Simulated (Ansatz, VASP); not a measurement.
**Li: VASP beside Ansatz**

```xyz
3
Lattice="1.5505 0.8952 7.5883 -1.5505 0.8952 7.5883 0.0000 -1.7904 7.5883" Properties=species:S:1:pos:R:3 pbc="T T T"
Li    0.0000    0.0000   17.7111
Li    0.0000    0.0000    5.0538
Li    0.0000    0.0000    0.0000
```

Alike in both runs: functional PBEsol; k mesh 6 × 6 × 6; occupations fermi-dirac, width 0.05 eV; no spin polarisation.

|  | VASP | Ansatz |
| --- | --- | --- |
| version | VASP 6.6.1 | Ansatz 0.2.0 |
| potentials or method | VASP PAW PBE potentials, release 64 (Li_sv) | Ansatz PAW |
| plane-wave cutoff (eV) | 520 | 420 |
| valence electrons in the cell | 9 | 9 |
| task | single point | band structure |

```csv
,VASP,Ansatz,Ansatz less VASP
gap on the k mesh at the Fermi level (eV),none,none,-
rms of the force components (eV/Å),0.003,0.003,-0.0001
```

VASP's potentials were made for PBE, not for PBEsol. Atom by atom the forces differ by 0.000 eV/Å (rms over components). A gap of «none» marks a metal or a gap that the smearing closes. The functional is the same, so the differences come from potentials, cutoffs and numerics.

The k mesh is coarse, so the values compare programs but aren't converged. Noted on VASP's run: the cutoff is short for stress, so the pressure is rough.
